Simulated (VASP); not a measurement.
Crystal: KZnF3.

```
K Zn F
1.0
     3.57002    0.00000    0.00000
     1.36748    3.97046    0.00000
     0.19419    0.05326    6.39959
K Zn F
1 1 3
Direct
  0.00000 0.00000 0.00000
  0.00000 0.00000 0.50000
  0.00000 0.50000 0.00000
  0.78166 0.66606 0.37000
  0.21834 0.33394 0.63000
```

The cell was generated, and may not be a known phase.

| Item | Value |
| --- | --- |
| Program | VASP 6.6.1 |
| Task | relaxation of cell and atoms |
| Functional | PBE |
| Potentials or basis | VASP PAW PBE potentials, release 64 (K_sv, Zn, F) |
| Cutoff | 600 eV |
| k mesh | 4 × 3 × 2 |
| Occupations | gaussian, width 0.15 eV |
| Spin | no spin polarisation |

At the start: pressure 2.2 GPa; volume 18.14 Å³/atom.

**Question.** How do energy, volume and symmetry change on relaxing?

**Answer.** Over 27 steps the energy falls by 562.4 meV/atom and the volume is 17.02 Å³/atom (-6.2 %); space group P-1 (No. 2, to 0.1 Å) before and after.

The path:
```csv
step,energy change (eV),largest force (eV/Å),pressure (GPa),volume (Å³)
1,0.0000,2.3299,2.20,90.71
2,-0.8087,1.8978,1.54,93.88
3,-1.4771,2.7242,7.08,100.95
4,-1.5834,0.7905,3.93,98.68
5,-1.5982,1.1497,4.65,99.31
6,-1.9690,0.5061,-1.23,108.57
7,-1.9916,0.6408,-3.00,112.45
8,-1.9920,0.6050,-2.61,111.56
9,-2.1474,0.3093,-2.31,110.32
10,-2.3030,1.6681,0.63,105.56
11,-2.3251,0.8059,-0.94,107.53
12,-2.5132,0.5064,-1.48,104.22
13,-2.6070,0.3902,-1.31,100.51
14,-2.6100,0.3924,-1.18,99.75
15,-2.6725,0.2213,-0.76,96.62
16,-2.7191,0.2222,-0.09,91.23
17,-2.7200,0.2544,0.01,90.48
18,-2.7400,0.1802,0.33,89.58
19,-2.7539,0.2165,1.03,87.88
20,-2.7626,0.1566,0.58,88.01
21,-2.7735,0.1598,-0.75,88.36
22,-2.7829,0.1493,-0.67,87.89
23,-2.8033,0.1264,-0.43,86.43
24,-2.7941,0.2071,0.44,83.30
25,-2.8093,0.1157,-0.17,85.40
26,-2.8095,0.1204,-0.12,85.18
27,-2.8121,0.0613,0.20,85.08
```

Final structure:
```
CELL_PARAMETERS angstrom
2.99589 0.65411 -0.11079
1.96298 4.54038 0.38087
-0.27144 1.02850 7.03702
ATOMIC_POSITIONS crystal
K 0.00000 0.00000 0.00000
Zn 0.00000 0.00000 0.50000
F 0.00000 0.50000 0.00000
F 0.64141 0.84293 0.36837
F 0.35859 0.15707 0.63163
```

Caveat: the k points lie up to 0.54 Å⁻¹ apart in the final cell; a cell axis changed by over 15 % at a fixed basis, so the end point is rough; the relaxation stopped at a loose force limit of 0.08 eV/Å, so its end isn't a converged minimum.
